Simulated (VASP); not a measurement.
# VH (P6_3/mmc) in VASP: single point with LDA

Aim: the single point of VH with LDA.

Everything below comes from runs of VASP 6.6.1. Logs are shortened: lines on timing, memory, paths and dates and some standing lists are left out, and cuts for length are marked.

### Step 1. The cell of the first run

Symmetry: P6_3/mmc, No. 194, hexagonal system. Conventional cell: a = 2.736 Å, b = 2.736 Å, c = 4.936 Å, α = 90.00°, β = 90.00°, γ = 120.00°. V (site symmetry -3m) has 6 H at 2.00 Å and 8 V at 2.47 to 2.74 Å within 2.8 Å. H (site symmetry -6m2) has 6 V at 2.00 Å and 6 H at 2.74 Å within 2.8 Å.

### Step 2. Single point, LDA, collinear spin, ferromagnetic start

Contents of INCAR:

```
SYSTEM = VH
PREC = Accurate
ENCUT = 520
EDIFF = 1E-6
ISMEAR = 1
SIGMA = 0.1
LREAL = .FALSE.
LASPH = .TRUE.
NELM = 150
ALGO = Normal
ISIF = 2
LWAVE = .FALSE.
LCHARG = .FALSE.
ISPIN = 2
MAGMOM = 1.5 1.5 0 0
LORBIT = 11
LMAXMIX = 4
GGA = CA
NBANDS = 26
```

Contents of KPOINTS:

```
regular mesh
0
G
  9 9 4
  0 0 0
```

Contents of POSCAR:

```
VH
1.0
    2.7355801000      0.0000000000      0.0000000000
   -1.3677900500      2.3690818600      0.0000000000
    0.0000000000      0.0000000000      4.9359680000
V H
2 2
Direct
    0.0000000000      0.0000000000      0.0000000000
    0.0000000000      0.0000000000      0.5000000000
    0.6666666696      0.3333333319      0.7500000000
    0.3333333304      0.6666666681      0.2500000000
```

Potentials or basis: VASP PAW LDA potentials, release 64 (V_sv, H).

Command:

```
> cat potpaw_LDA.64/V_sv/POTCAR potpaw_LDA.64/H/POTCAR > POTCAR
> mpirun -np 1 vasp_std > vasp.out
```

OUTCAR:

```text
SYSTEM = VH
   PREC = Accurate
   ENCUT = 520
   EDIFF = 1E-6
   ISMEAR = 1
   LREAL = .FALSE.
   LASPH = .TRUE.
   NELM = 150
   ISIF = 2
   ISPIN = 2
   LORBIT = 11
   GGA = CA

 ion  position               nearest neighbor table
   1  0.000  0.000  0.000-   2 2.47   2 2.47
   2  0.000  0.000  0.500-   1 2.47   1 2.47
   3  0.667  0.333  0.750-
   4  0.333  0.667  0.250-

  LATTYP: Found a hexagonal cell.
 ALAT       =     2.7355801000
 C/A-ratio  =     1.8043587903

  Lattice vectors:

 A1 = (   2.7355801000,   0.0000000000,   0.0000000000)
 A2 = (  -1.3677900500,   2.3690818600,   0.0000000000)
 A3 = (   0.0000000000,   0.0000000000,   4.9359680000)

Analysis of symmetry for initial positions (statically):
=====================================================================
 Subroutine PRICEL returns:
 Original cell was already a primitive cell.

 Routine SETGRP: Setting up the symmetry group for a
 hexagonal supercell.

 Subroutine GETGRP returns: Found 24 space group operations
 (whereof 12 operations were pure point group operations)
 out of a pool of 24 trial point group operations.

The static configuration has the point symmetry D_3d.
 The point group associated with its full space group is D_6h.

Analysis of symmetry for dynamics (positions and initial velocities):
=====================================================================
 Subroutine PRICEL returns:
 Original cell was already a primitive cell.

 Routine SETGRP: Setting up the symmetry group for a
 hexagonal supercell.

 Subroutine GETGRP returns: Found 24 space group operations
 (whereof 12 operations were pure point group operations)
 out of a pool of 24 trial point group operations.

The dynamic configuration has the point symmetry D_3d.
 The point group associated with its full space group is D_6h.

Analysis of structural, dynamic, and magnetic symmetry:
=====================================================================
 Subroutine PRICEL returns:
 Original cell was already a primitive cell.

 Routine SETGRP: Setting up the symmetry group for a
 hexagonal supercell.

 Subroutine GETGRP returns: Found 24 space group operations
 (whereof 12 operations were pure point group operations)
 out of a pool of 24 trial point group operations.

The overall configuration has the point symmetry D_3d.
 The point group associated with its full space group is D_6h.

 Subroutine INISYM returns: Found 24 space group operations
 (whereof 12 operations are pure point group operations),
 and found     1 'primitive' translations

----------------------------------------------------------------------------------------

                                     Primitive cell

  volume of cell :      31.9891

  direct lattice vectors                    reciprocal lattice vectors
     2.735580100  0.000000000  0.000000000     0.365553178  0.211052226  0.000000000
    -1.367790050  2.369081860  0.000000000     0.000000000  0.422104452  0.000000000
     0.000000000  0.000000000  4.935968000     0.000000000  0.000000000  0.202594506

  length of vectors
     2.735580100  2.735580099  4.935968000     0.422104452  0.422104452  0.202594506

  position of ions in fractional coordinates (direct lattice)
     0.000000000  0.000000000  0.000000000
     0.000000000  0.000000000  0.500000000
     0.666666670  0.333333332  0.750000000
     0.333333330  0.666666668  0.250000000

  ion indices of the primitive-cell ions
   primitive index   ion index
                 1           1
                 2           2
                 3           3
                 4           4

----------------------------------------------------------------------------------------

 KPOINTS: regular mesh

Automatic generation of k-mesh.
 Grid dimensions read from file:
 generate k-points for:    9    9    4

 Generating k-lattice:

  Cartesian coordinates                     Fractional coordinates (reciprocal lattice)
     0.040617020  0.023450247  0.000000000     0.111111111  0.000000000  0.000000000
     0.000000000  0.046900495  0.000000000     0.000000000  0.111111111  0.000000000
     0.000000000  0.000000000  0.050648627     0.000000000  0.000000000  0.250000000

  Length of vectors
     0.046900495  0.046900495  0.050648627

  Shift w.r.t. Gamma in fractional coordinates (k-lattice)
     0.000000000  0.000000000  0.000000000

 Subroutine IBZKPT returns following result:
 ===========================================

 Found     36 irreducible k-points:

 Following reciprocal coordinates:
            Coordinates               Weight
  0.000000  0.000000  0.000000      1.000000
  0.111111 -0.000000  0.000000      6.000000
  0.222222 -0.000000  0.000000      6.000000
  0.333333 -0.000000  0.000000      6.000000
  0.444444 -0.000000  0.000000      6.000000
  0.111111  0.111111  0.000000      6.000000
[... 16 lines left out ...]
  0.333333  0.222222  0.250000     24.000000
  0.333333  0.333333  0.250000      4.000000
 [... further k-points ...]
   k-points           NKPTS =     36   k-points in BZ     NKDIM =     36   number of bands    NBANDS=     26
   number of dos      NEDOS =    301   number of ions     NIONS =      4
   total plane-waves  NPLWV =  16000
   dimension x,y,z NGX =    20 NGY =   20 NGZ =   40
   dimension x,y,z NGXF=    40 NGYF=   40 NGZF=   80
   ions per type =               2   2
   NGX,Y,Z   is equivalent  to a cutoff of  12.15, 12.15, 13.47 a.u.
   NGXF,Y,Z  is equivalent  to a cutoff of  24.31, 24.31, 26.94 a.u.
 SYSTEM =  VH
   PREC   = accura    normal or accurate (medium, high low for compatibility)
   ISTART =      0    job   : 0-new  1-cont  2-samecut
   ICHARG =      2    charge: 1-file 2-atom 10-const
   ISPIN  =      2    spin polarized calculation?
   LNONCOLLINEAR =      F non collinear calculations
   LSORBIT =      F    spin-orbit coupling
   LASPH  =      T    aspherical Exc in radial PAW
   ENCUT  =  520.0 eV  38.22 Ry    6.18 a.u.   5.09  5.09  9.18*2*pi/ulx,y,z
   NELM   =    150;   NELMIN=  2; NELMDL= -5     # of ELM steps
   EDIFF  = 0.1E-05   stopping-criterion for ELM
   LREAL  =      F    real-space projection
   EDIFFG = 0.1E-04   stopping-criterion for IOM
   NSW    =      0    number of steps for IOM
   IBRION =     -1    ionic relax: 0-MD 1-quasi-New 2-CG
   NFREE  =      0    steps in history (QN), initial steepest desc. (CG)
   ISIF   =      2    stress and relaxation
   ISYM   =      2    0-nonsym 1-usesym 2-fastsym
   POTIM  = 0.5000    time-step for ionic-motion
   TEBEG  =    0.0;   TEEND  =   0.0 temperature during run
   PSTRESS=    0.0 pullay stress
   NELECT =      28.0000    total number of electrons
   NUPDOWN=      -1.0000    fix difference up-down
   EMIN   =  10.00;   EMAX   =-10.00  energy-range for DOS
   EFERMI =   0.00;   METHOD = LEGACY
   ISMEAR =     1;   SIGMA  =   0.10  broadening in eV -4-tet -1-fermi 0-gaus
   EFERMI_NEDOS =   21; number of points for ismear=-14 and -15
   IALGO  =     38    algorithm
   IMIX   =      4    mixing-type and parameters
     AMIX     =   0.40;   BMIX     =  1.00
     AMIX_MAG =   1.60;   BMIX_MAG =  1.00
  volume/ion in A,a.u.               =       8.00        53.97
  Fermi-wavevector in a.u.,A,eV,Ry     =   1.566007  2.959323 33.366606  2.452376
  Thomas-Fermi vector in A             =   2.668398
   LORBIT       =     11    0 simple, 1 ext, 2 COOP (PROOUT), +10 PAW based schemes
   GGA     = CA    functional components
   LHFCALC =     F    Hartree Fock is set to
   AEXX    =    0.0000 exact exchange contribution
   IVDW    =     0    specifies the selected vdW correction
   LEPSILON=     F    determine dielectric tensor
   LRPA    =     F    only Hartree local field effects (RPA)
 spin polarized calculation
 Methfessel and Paxton  Order N= 1 SIGMA  =   0.10
  energy-cutoff  :      520.00
  volume of cell :       31.99
 maximum number of plane-waves:       894
   NGX = 11   NGY = 11   NGZ = 19

 number of electron      27.9999999 magnetization       0.0005386

 Free energy of the ion-electron system (eV)
  ---------------------------------------------------
  ext. energy  EPLUGINS =         0.00000000
  ---------------------------------------------------
  free energy    TOTEN  =       -26.66875368 eV

  energy without entropy =      -26.66757028  energy(sigma->0) =      -26.66835922

 E-fermi :   9.3008     XC(G=0): -12.9097

 val. band max:        9.2764712534   @ k =   0.3333   0.2222   0.5000
 cond. band min:       9.3033571306   @ k =   0.2222  -0.0000   0.0000
 fundamental gap:      0.0268858772
 Fermi energy:         9.3008394163

 spin component 1

 k-point     1 :       0.0000    0.0000    0.0000
  band No.  band energies     occupation
      1     -54.1632      1.00000
      2     -54.0009      1.00000
      3     -28.9379      1.00000
      4     -28.1055      1.00000
      5     -28.1055      1.00000
      6     -28.0065      1.00000
[... 18 lines left out ...]
     25      27.7850      0.00000
     26      27.7850      0.00000
[... 644 lines left out ...]
      4     -28.5184      1.00000
      5     -28.5184      1.00000
      6     -28.4170      1.00000
[... 18 lines left out ...]
     25      21.1847      0.00000
     26      21.1847      0.00000

 [... further k-points ...]

 spin component 2

 k-point     1 :       0.0000    0.0000    0.0000
  band No.  band energies     occupation
      1     -54.1630      1.00000
      2     -54.0007      1.00000
      3     -28.9377      1.00000
      4     -28.1053      1.00000
      5     -28.1053      1.00000
      6     -28.0063      1.00000
[... 18 lines left out ...]
     25      27.7851      0.00000
     26      27.7851      0.00000
[... 644 lines left out ...]
      4     -28.5182      1.00000
      5     -28.5182      1.00000
      6     -28.4168      1.00000
[... 18 lines left out ...]
     25      21.1848      0.00000
     26      21.1848      0.00000

 [... further k-points ...]
[... 5 lines left out ...]
  --------------------------------------------------------------------------------------
  -------------------------------------------------------------------------------------
  Total       -2.4608486     -2.4608486     -1.4098904      0.0000000      0.0000000      0.0000000
  in kB     -123.2519070   -123.2519069    -70.6145324      0.0000000      0.0000000      0.0000000
  external PRESSURE =    -105.7061154 kB  Pullay stress =       0.0000000 kB

 VOLUME and BASIS-vectors are now :
 -----------------------------------------------------------------------------
  energy-cutoff  :      520.00
  volume of cell :       31.99
      direct lattice vectors                 reciprocal lattice vectors
     2.735580100  0.000000000  0.000000000     0.365553178  0.211052226  0.000000000
    -1.367790050  2.369081860  0.000000000     0.000000000  0.422104452  0.000000000
     0.000000000  0.000000000  4.935968000     0.000000000  0.000000000  0.202594506

 POSITION                                       TOTAL-FORCE (eV/Angst)
 -----------------------------------------------------------------------------------
      0.00000      0.00000      0.00000         0.000000      0.000000      0.000000
      0.00000      0.00000      2.46798         0.000000      0.000000      0.000000
      1.36779      0.78969      3.70198        -0.000000     -0.000000      0.000000
     -0.00000      1.57939      1.23399         0.000000      0.000000     -0.000000
 -----------------------------------------------------------------------------------
    total drift:                               -0.000000      0.000000      0.000000

  FREE ENERGIE OF THE ION-ELECTRON SYSTEM (eV)
  ---------------------------------------------------
  free  energy   TOTEN  =       -26.6687536844 eV

  energy  without entropy=      -26.6675702771  energy(sigma->0) =      -26.66835922

 total charge

# of ion       s       p       d       tot
------------------------------------------
    1        2.283   6.188   3.252  11.724
    2        2.283   6.188   3.252  11.724
    3        0.516   0.027   0.000   0.543
    4        0.516   0.027   0.000   0.543
--------------------------------------------------
tot          5.599  12.430   6.504  24.534

 magnetization (x)

# of ion       s       p       d       tot
------------------------------------------
    1        0.000   0.000   0.000   0.000
    2        0.000   0.000   0.000   0.000
    3       -0.000   0.000   0.000  -0.000
    4       -0.000   0.000   0.000  -0.000
--------------------------------------------------
tot         -0.000   0.000   0.000   0.000
```

Wall time 96 s (1 thread of AMD EPYC 7R13, shared host); peak memory 0.14 GiB.

Results:

- Free energy: -26.6688 eV
- Pressure: -10.6 GPa
- Band gap on the k mesh: zero (filled and empty bands overlap)
- Net moment: 0.00 μB per cell
- Valence electrons inside the program's atomic spheres: V 11.72; H 0.54

Caveat: the stress differs along the axes, from -12 to -7 GPa; the moments typed at the start vanished in this run.

The gap in the log of VASP goes by the Fermi energy; the results here count the filled bands.